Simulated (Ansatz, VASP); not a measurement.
## One calculation of KGeO, two programs

```
K Ge O
1.0
     3.90718    0.00000    0.00000
    -1.95359    3.38372    0.00000
     0.00000    0.00000    7.21804
K Ge O
1 1 1
Direct
  0.00000 0.00000 0.23497
  0.00000 0.00000 0.67663
  0.00000 0.00000 0.91089
```

Alike in both runs: task relaxation of cell and atoms; functional PBE; k mesh 12 × 12 × 8; occupations gaussian, width 0.1 eV; no spin polarisation.

|  | VASP | Ansatz |
| --- | --- | --- |
| version | VASP 6.6.1 | Ansatz 0.2.0 |
| potentials or method | VASP PAW PBE potentials, release 64 (K_sv, Ge_d, O), cutoff 600 eV | scalar-relativistic, plane waves, PAW |
| valence electrons in the cell | 29 | 29 |

VASP gave:

* gap on the k mesh at the Fermi level, each at its own relaxed structure (eV): none
* relaxed volume (Å³/atom): 31.38
* relaxed cell length with the largest relative difference (Å): 3.883

Question: Which values does Ansatz return?

Answer: gap on the k mesh at the Fermi level, each at its own relaxed structure (eV): none; relaxed volume (Å³/atom): 31.78; relaxed cell length with the largest relative difference (Å): 3.906.

A gap of «none» marks a metal or a gap that the smearing closes.
